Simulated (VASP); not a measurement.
A run of VASP 6.6.1 is set up as follows.

The input INCAR:

```
SYSTEM = Si3Te
PREC = Accurate ; ENCUT = 520
EDIFF = 1E-6 ; ISMEAR = 0
SIGMA = 0.1 ; LREAL = .FALSE.
LASPH = .TRUE. ; NELM = 100
ALGO = Normal ; ISIF = 2
LWAVE = .FALSE. ; LCHARG = .FALSE.
GGA = PE ; NBANDS = 17
```

KPOINTS

```
regular mesh
0
G
  4 4 4
  0 0 0
```

POSCAR

```
Si3Te
1.0
    0.0000000000      3.6816402600      3.6816402600
    3.6816402600      0.0000000000      3.6816402600
    3.6816402600      3.6816402600      0.0000000000
Si Te
3 1
Direct
    0.5000000000      0.5000000000      0.5000000000
    0.2500000000      0.2500000000      0.2500000000
    0.7500000000      0.7500000000      0.7500000000
    0.0000000000      0.0000000000      0.0000000000
```

Potentials or basis: VASP PAW PBE potentials, release 64 (Si, Te).

Command:

```bash
$ cat potpaw_PBE.64/Si/POTCAR potpaw_PBE.64/Te/POTCAR > POTCAR
$ mpirun -np 1 vasp_std > vasp.out
```

Task: Estimate the band gap on the k mesh.

Result: Zero (band 9 reaches 6.92 eV, above the bottom of band 10 at 4.09 eV).

Task: Predict the pressure.

Result: -11.8 GPa.

Caveat: the k points lie up to 0.37 Å⁻¹ apart; spin-orbit coupling is left out, which moves the levels of the heavy elements.
